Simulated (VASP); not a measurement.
# SrHfSn3 in VASP: further runs

Runs on SrHfSn3. Level: PBE. Tasks: single point.

Everything below comes from runs of VASP 6.6.1. Logs are shortened: lines on timing, memory, paths and dates and some standing lists are left out, and cuts for length are marked.

### 1 The cell of the first run

The typed cell holds 10 atoms: a = 7.049 Å, b = 7.049 Å, c = 7.049 Å, α = 78.68°, β = 78.68°, γ = 78.68°.

### 2 Single point, PBE

File INCAR:

```
SYSTEM = SrHfSn3
ALGO = Fast
EDIFF = 1E-7
ENCUT = 520
GGA = PE
ISIF = 2
ISMEAR = 0
LASPH = .True.
LCHARG = .False.
LREAL = .False.
LWAVE = .False.
NBANDS = 73
NELM = 80
PREC = Accurate
SIGMA = 0.1
```

File KPOINTS:

```
k-points
0
Gamma
  3 3 3
  0 0 0
```

File POSCAR:

```
SrHfSn3
1.0
    4.4686255112      2.5799621418      4.8024655491
   -4.4686255112      2.5799621418      4.8024655491
    0.0000000000     -5.1599242837      4.8024655491
Sr Hf Sn
2 2 6
Direct
    0.7500000000      0.7500000000      0.7500000000
    0.2500000000      0.2500000000      0.2500000000
    0.5000000000      0.5000000000      0.5000000000
    0.0000000000      0.0000000000      0.0000000000
    0.2498788836      0.2501211164      0.7500000000
    0.2501211164      0.7500000000      0.2498788836
    0.7501211164      0.7498788836      0.2500000000
    0.2500000000      0.7501211164      0.7498788836
    0.7498788836      0.2500000000      0.7501211164
    0.7500000000      0.2498788836      0.2501211164
```

Potentials or basis: VASP PAW PBE potentials, release 64 (Sr_sv, Hf_pv, Sn_d).

The run is started by

```
$ cat potpaw_PBE.64/Sr_sv/POTCAR potpaw_PBE.64/Hf_pv/POTCAR potpaw_PBE.64/Sn_d/POTCAR > POTCAR
$ mpirun -np 1 vasp_std > vasp.out
```

OUTCAR:

```text
SYSTEM = SrHfSn3
   EDIFF = 1E-7
   ENCUT = 520
   GGA = PE
   ISIF = 2
   ISMEAR = 0
   LASPH = .True.
   LREAL = .False.
   NELM = 80
   PREC = Accurate

 ion  position               nearest neighbor table
   1  0.750  0.750  0.750-   9 3.52   8 3.52   9 3.52   8 3.52   7 3.52   7 3.52   3 3.60   4 3.60

   2  0.250  0.250  0.250-  10 3.52   6 3.52   6 3.52  10 3.52   5 3.52   5 3.52   3 3.60   4 3.60

   3  0.500  0.500  0.500-   8 2.85  10 2.85   9 2.85   6 2.85   7 2.85   5 2.85   1 3.60   2 3.60

   4  0.000  0.000  0.000-   6 2.85   9 2.85   8 2.85  10 2.85   7 2.85   5 2.85   1 3.60   2 3.60

   5  0.250  0.250  0.750-   3 2.85   4 2.85   9 3.52   8 3.52   8 3.52   9 3.52   2 3.52   2 3.52

   6  0.250  0.750  0.250-   4 2.85   3 2.85   2 3.52   7 3.52   2 3.52   7 3.52   8 3.52   8 3.52

   7  0.750  0.750  0.250-   3 2.85   4 2.85  10 3.52   6 3.52  10 3.52   6 3.52   1 3.52   1 3.52

   8  0.250  0.750  0.750-   3 2.85   4 2.85   1 3.52   5 3.52   5 3.52   1 3.52   6 3.52   6 3.52

   9  0.750  0.250  0.750-   4 2.85   3 2.85   1 3.52   5 3.52   1 3.52   5 3.52  10 3.52  10 3.52

  10  0.750  0.250  0.250-   3 2.85   4 2.85   7 3.52   2 3.52   2 3.52   7 3.52   9 3.52   9 3.52

  LATTYP: Found a trigonal (rhomboedric) cell.
 ALAT       =     7.0490065940
 COS(alpha) =     0.1962479694

  Lattice vectors:

 A1 = (   4.4686255112,   2.5799621418,   4.8024655491)
 A2 = (  -4.4686255112,   2.5799621418,   4.8024655491)
 A3 = (   0.0000000000,  -5.1599242837,   4.8024655491)

Analysis of symmetry for initial positions (statically):
=====================================================================
 Subroutine PRICEL returns:
 Original cell was already a primitive cell.

 Routine SETGRP: Setting up the symmetry group for a
 trigonal (rhombohedral) supercell.

 Subroutine GETGRP returns: Found 12 space group operations
 (whereof  6 operations were pure point group operations)
 out of a pool of 12 trial point group operations.

The static configuration has the point symmetry S_6 .
 The point group associated with its full space group is D_3d.

Analysis of symmetry for dynamics (positions and initial velocities):
=====================================================================
 Subroutine PRICEL returns:
 Original cell was already a primitive cell.

 Routine SETGRP: Setting up the symmetry group for a
 trigonal (rhombohedral) supercell.

 Subroutine GETGRP returns: Found 12 space group operations
 (whereof  6 operations were pure point group operations)
 out of a pool of 12 trial point group operations.

The dynamic configuration has the point symmetry S_6 .
 The point group associated with its full space group is D_3d.

 Subroutine INISYM returns: Found 12 space group operations
 (whereof  6 operations are pure point group operations),
 and found     1 'primitive' translations

----------------------------------------------------------------------------------------

                                     Primitive cell

  volume of cell :     332.2024

  direct lattice vectors                    reciprocal lattice vectors
     4.468625511  2.579962142  4.802465549     0.111891229  0.064600431  0.069408792
    -4.468625511  2.579962142  4.802465549    -0.111891229  0.064600431  0.069408792
     0.000000000 -5.159924284  4.802465549     0.000000000 -0.129200862  0.069408792

  length of vectors
     7.049006594  7.049006594  7.049006594     0.146664390  0.146664390  0.146664390

  position of ions in fractional coordinates (direct lattice)
     0.750000000  0.750000000  0.750000000
     0.250000000  0.250000000  0.250000000
     0.500000000  0.500000000  0.500000000
     0.000000000  0.000000000  0.000000000
     0.249878884  0.250121116  0.750000000
     0.250121116  0.750000000  0.249878884
     0.750121116  0.749878884  0.250000000
     0.250000000  0.750121116  0.749878884
     0.749878884  0.250000000  0.750121116
     0.750000000  0.249878884  0.250121116

  ion indices of the primitive-cell ions
   primitive index   ion index
                 1           1
                 2           2
                 3           3
                 4           4
                 5           5
                 6           6
                 7           7
                 8           8
                 9           9
                10          10

----------------------------------------------------------------------------------------

 KPOINTS: k-points

Automatic generation of k-mesh.
 Grid dimensions read from file:
 generate k-points for:    3    3    3

 Generating k-lattice:

  Cartesian coordinates                     Fractional coordinates (reciprocal lattice)
     0.037297076  0.021533477  0.023136264     0.333333333  0.000000000  0.000000000
    -0.037297076  0.021533477  0.023136264     0.000000000  0.333333333  0.000000000
     0.000000000 -0.043066954  0.023136264     0.000000000  0.000000000  0.333333333

  Length of vectors
     0.048888130  0.048888130  0.048888130

  Shift w.r.t. Gamma in fractional coordinates (k-lattice)
     0.000000000  0.000000000  0.000000000

 Subroutine IBZKPT returns following result:
 ===========================================

 Found      6 irreducible k-points:

 Following reciprocal coordinates:
            Coordinates               Weight
  0.000000  0.000000  0.000000      1.000000
  0.333333  0.000000 -0.000000      6.000000
  0.333333  0.333333 -0.000000      6.000000
 -0.333333  0.333333  0.000000      6.000000
  0.333333  0.333333  0.333333      2.000000
 -0.333333  0.333333  0.333333      6.000000
   k-points           NKPTS =      6   k-points in BZ     NKDIM =      6   number of bands    NBANDS=     73
   number of dos      NEDOS =    301   number of ions     NIONS =     10
   total plane-waves  NPLWV = 157464
   dimension x,y,z NGX =    54 NGY =   54 NGZ =   54
   dimension x,y,z NGXF=   108 NGYF=  108 NGZF=  108
   ions per type =               2   2   6
   NGX,Y,Z   is equivalent  to a cutoff of  12.74, 12.74, 12.74 a.u.
   NGXF,Y,Z  is equivalent  to a cutoff of  25.47, 25.47, 25.47 a.u.
 SYSTEM =  SrHfSn3
   PREC   = accura    normal or accurate (medium, high low for compatibility)
   ISTART =      0    job   : 0-new  1-cont  2-samecut
   ICHARG =      2    charge: 1-file 2-atom 10-const
   ISPIN  =      1    spin polarized calculation?
   LNONCOLLINEAR =      F non collinear calculations
   LSORBIT =      F    spin-orbit coupling
   LASPH  =      T    aspherical Exc in radial PAW
   ENCUT  =  520.0 eV  38.22 Ry    6.18 a.u.  13.11 13.11 13.11*2*pi/ulx,y,z
   NELM   =     80;   NELMIN=  2; NELMDL= -5     # of ELM steps
   EDIFF  = 0.1E-06   stopping-criterion for ELM
   LREAL  =      F    real-space projection
   EDIFFG = 0.1E-05   stopping-criterion for IOM
   NSW    =      0    number of steps for IOM
   IBRION =     -1    ionic relax: 0-MD 1-quasi-New 2-CG
   NFREE  =      0    steps in history (QN), initial steepest desc. (CG)
   ISIF   =      2    stress and relaxation
   ISYM   =      2    0-nonsym 1-usesym 2-fastsym
   POTIM  = 0.5000    time-step for ionic-motion
   TEBEG  =    0.0;   TEEND  =   0.0 temperature during run
   PSTRESS=    0.0 pullay stress
   NELECT =     124.0000    total number of electrons
   NUPDOWN=      -1.0000    fix difference up-down
   EMIN   =  10.00;   EMAX   =-10.00  energy-range for DOS
   EFERMI =   0.00;   METHOD = LEGACY
   ISMEAR =     0;   SIGMA  =   0.10  broadening in eV -4-tet -1-fermi 0-gaus
   EFERMI_NEDOS =   21; number of points for ismear=-14 and -15
   IALGO  =     68    algorithm
   IMIX   =      4    mixing-type and parameters
     AMIX     =   0.40;   BMIX     =  1.00
     AMIX_MAG =   1.60;   BMIX_MAG =  1.00
  volume/ion in A,a.u.               =      33.22       224.18
  Fermi-wavevector in a.u.,A,eV,Ry     =   1.178730  2.227477 18.904005  1.389405
  Thomas-Fermi vector in A             =   2.315054
   LORBIT       =      0    0 simple, 1 ext, 2 COOP (PROOUT), +10 PAW based schemes
   GGA     = PE    functional components
   LHFCALC =     F    Hartree Fock is set to
   AEXX    =    0.0000 exact exchange contribution
   IVDW    =     0    specifies the selected vdW correction
   LEPSILON=     F    determine dielectric tensor
   LRPA    =     F    only Hartree local field effects (RPA)
 non-spin polarized calculation
 RMM-DIIS sequential band-by-band and
 Gauss-broadening in eV      SIGMA  =   0.10
  energy-cutoff  :      520.00
  volume of cell :      332.20
 maximum number of plane-waves:      8988
 NGX is ok and might be reduce to    54

 number of electron     124.0000092 magnetization

 Free energy of the ion-electron system (eV)
  ---------------------------------------------------
  ext. energy  EPLUGINS =         0.00000000
  ---------------------------------------------------
  free energy    TOTEN  =       -48.53180001 eV

  energy without entropy =      -48.50386002  energy(sigma->0) =      -48.51783002

 E-fermi :   4.6973     XC(G=0):  -9.1351

 val. band max:        4.6543704819   @ k =  -0.3333   0.3333   0.3333
 cond. band min:       4.7016307028   @ k =  -0.3333   0.3333   0.3333
 fundamental gap:      0.0472602209
 Fermi energy:         4.6972813785

 k-point     1 :       0.0000    0.0000    0.0000
  band No.  band energies     occupation
      1     -31.3134      2.00000
      2     -31.3134      2.00000
      3     -26.2503      2.00000
      4     -26.2503      2.00000
      5     -26.2366      2.00000
      6     -26.2366      2.00000
[... 65 lines left out ...]
     72       7.2860      0.00000
     73       7.5847      0.00000

 k-point     2 :       0.3333    0.0000   -0.0000
  band No.  band energies     occupation
      1     -31.3134      2.00000
      2     -31.3134      2.00000
      3     -26.2469      2.00000
      4     -26.2469      2.00000
      5     -26.2400      2.00000
      6     -26.2400      2.00000
[... 296 lines left out ...]
 k-point     6 :      -0.3333    0.3333    0.3333
  band No.  band energies     occupation
      1     -31.3134      2.00000
      2     -31.3133      2.00000
      3     -26.2470      2.00000
      4     -26.2467      2.00000
      5     -26.2407      2.00000
      6     -26.2402      2.00000
[... 65 lines left out ...]
     72       6.9476      0.00000
     73       7.3691      0.00000

------------------------ aborting loop because EDIFF is reached ----------------------------------------

  FORCE on cell =-STRESS in cart. coord.  units (eV):
  Direction    XX          YY          ZZ          XY          YZ          ZX
  --------------------------------------------------------------------------------------
  -------------------------------------------------------------------------------------
  Total        0.3826924      0.3826924      0.4972359      0.0000000     -0.0000000      0.0000000
  in kB        1.8456854      1.8456854      2.3981166      0.0000000     -0.0000000      0.0000000
  external PRESSURE =       2.0298291 kB  Pullay stress =       0.0000000 kB

 VOLUME and BASIS-vectors are now :
 -----------------------------------------------------------------------------
  energy-cutoff  :      520.00
  volume of cell :      332.20
      direct lattice vectors                 reciprocal lattice vectors
     4.468625511  2.579962142  4.802465549     0.111891229  0.064600431  0.069408792
    -4.468625511  2.579962142  4.802465549    -0.111891229  0.064600431  0.069408792
     0.000000000 -5.159924284  4.802465549     0.000000000 -0.129200862  0.069408792

 POSITION                                       TOTAL-FORCE (eV/Angst)
 -----------------------------------------------------------------------------------
      0.00000     -0.00000     10.80555        -0.000000      0.000000     -0.000000
      0.00000     -0.00000      3.60185         0.000000      0.000000     -0.000000
      0.00000     -0.00000      7.20370         0.000000      0.000000     -0.000000
      0.00000      0.00000      0.00000         0.000000      0.000000     -0.000000
     -0.00108     -2.57996      6.00308         0.000641      0.000000      0.000000
     -2.23377      1.29092      6.00308        -0.000321     -0.000555     -0.000000
      0.00108      2.57996      8.40431        -0.000641      0.000000      0.000000
     -2.23485     -1.28904      8.40431         0.000321     -0.000555     -0.000000
      2.23377     -1.29092      8.40431         0.000321      0.000555     -0.000000
      2.23485      1.28904      6.00308        -0.000321      0.000555     -0.000000
 -----------------------------------------------------------------------------------
    total drift:                                0.000000     -0.000000      0.000000

  FREE ENERGIE OF THE ION-ELECTRON SYSTEM (eV)
  ---------------------------------------------------
  free  energy   TOTEN  =       -48.5318000135 eV

  energy  without entropy=      -48.5038600208  energy(sigma->0) =      -48.51783002
```

It took 23 min on 1 thread of Oxide Virtual Turin-like, shared host; peak memory 0.46 GiB.

What came out:

```
Free energy            : -48.5318 eV
Pressure               : 0.2 GPa
Band gap on the k mesh : zero (bands 62 and 63 overlap by 0.19 eV)
```

Caveat: spin-orbit coupling is left out, which moves the levels of the heavy elements.

### 3 Single point, PBE

This run uses another cell than the first one: it holds 5 atoms, not 10.

File INCAR:

```
PREC = Accurate
ENCUT = 520
EDIFF = 1E-6
ISMEAR = 0
SIGMA = 0.1
LREAL = False
LASPH = True
NELM = 60
ALGO = Fast
ISIF = 2
LWAVE = False
LCHARG = False
GGA = PE
NBANDS = 39
```

File KPOINTS:

```
regular mesh
0
Gamma
  6 6 6
```

File POSCAR:

```
SrHfSn3
1.0
    4.4449191198      2.5662752503      2.4531411523
   -4.4449191198      2.5662752503      2.4531411523
    0.0000000000     -5.1325505007      2.4531411522
Sr Hf Sn
1 1 3
Direct
    0.5000000000      0.5000000000      0.5000000000
    0.0000000000      0.0000000000      0.0000000000
    0.0000000000      0.5000000000      0.0000000000
    0.5000000000      0.0000000000      0.0000000000
    0.0000000000      0.0000000000      0.5000000000
```

Potentials or basis: VASP PAW PBE potentials, release 64 (Sr_sv, Hf_pv, Sn_d).

The run is started by

```
$ cat potpaw_PBE.64/Sr_sv/POTCAR potpaw_PBE.64/Hf_pv/POTCAR potpaw_PBE.64/Sn_d/POTCAR > POTCAR
$ mpirun -np 1 vasp_std > vasp.out
```

Wall time 8.9 min (1 thread of Oxide Virtual Turin-like, shared host); peak memory 0.35 GiB.

The run converged. Its results:

```
Free energy            : -24.2489 eV
Pressure               : -0.1 GPa
Band gap on the k mesh : zero (bands 31 and 32 overlap by 0.36 eV)
```

Levels at points of the mesh, in eV from the Fermi level:
| k point | band 29 | band 30 | band 31 | band 32 | band 33 | band 34 |
| --- | --- | --- | --- | --- | --- | --- |
| (0.00, 0.00, 0.00) | -0.79 | -0.13 | 0.26 | 0.26 | 0.38 | 0.38 |
| (0.50, 0.00, 0.00) | -1.12 | -0.78 | -0.38 | -0.10 | 0.29 | 0.66 |
| (0.50, 0.50, 0.00) | -1.50 | -0.91 | -0.88 | 0.01 | 0.26 | 1.84 |
| (0.50, 0.50, 0.50) | -1.73 | -1.48 | -1.48 | 1.67 | 2.60 | 2.60 |

Caveat: spin-orbit coupling is left out, which moves the levels of the heavy elements.
